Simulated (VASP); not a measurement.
Runs of VASP 6.6.1 on Sr. The structure is that of space group Im-3m (No. 229), or close to it. The cells are those of the table. 

| cell | gap on the mesh (eV) | pressure (GPa) |
| --- | --- | --- |
| a = 3.440 Å, angles 109.5°, 1 atom | none | 15.2 |
| a = 3.628 Å, angles 109.5°, 1 atom | none | 8.4 |
| a = 3.114 Å, angles 109.5°, 1 atom | none | 36.0 |
| a = 3.953 Å, angles 109.5°, 1 atom | none | (a) |

Alike in all rows: task single point; level PBE; potentials or basis VASP PAW PBE potentials, release 64 (Sr_sv); no spin polarisation; k mesh 11 × 11 × 11; cutoff (eV) 520; smearing fermi-dirac 0.05 eV.

Question: Fill in the values left out.

Answer: (a) 1.9.

A k mesh can miss the band edges, and the runs leave out spin-orbit coupling on Sr.

A gap of «none» marks levels without a gap at the run's occupations.
